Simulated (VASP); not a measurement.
Ni, 1 atom in the cell. The structure is cubic, space group Fm-3m (No. 225). Conventional cell: a = 3.521 Å, b = 3.521 Å, c = 3.521 Å, α = 90.00°, β = 90.00°, γ = 90.00°. Ni (site symmetry m-3m) has 12 Ni at 2.49 Å within 3.3 Å. 

* Program: VASP 6.6.1
* Task: single point
* Functional: r2SCAN
* Potentials or basis: VASP PAW PBE potentials, release 64 (Ni_sv_GW)
* Cutoff: 650 eV
* k mesh: 13 × 13 × 13
* Occupations: fermi-dirac, width 0.05 eV
* Spin: collinear spin, ferromagnetic start
* Starting moments: [1.0] μB
* Dipole correction: no
* Second run: valence_matched
* Further INCAR settings: ALGO = Normal; EDIFF = 1e-06; NBANDS = 19

Potentials or basis: VASP PAW PBE potentials, release 64 (Ni_sv_GW).

Command:

```bash
$ cat potpaw_PBE.64/Ni_sv_GW/POTCAR > POTCAR
$ cp INCAR.step1 INCAR
$ mpirun -np 1 vasp_std > vasp.out
$ cp INCAR.step2 INCAR
$ mpirun -np 1 vasp_std > vasp.out
```

Hardware: 1 thread of Intel(R) Xeon(R) Platinum 8488C (Sapphire Rapids), on a shared host.

Q: Estimate the wall time of this run.

A: Wall time 2 min on 1 thread of Intel(R) Xeon(R) Platinum 8488C (Sapphire Rapids) (shared host), peak memory 0.19 GiB. Counts: k points 84.
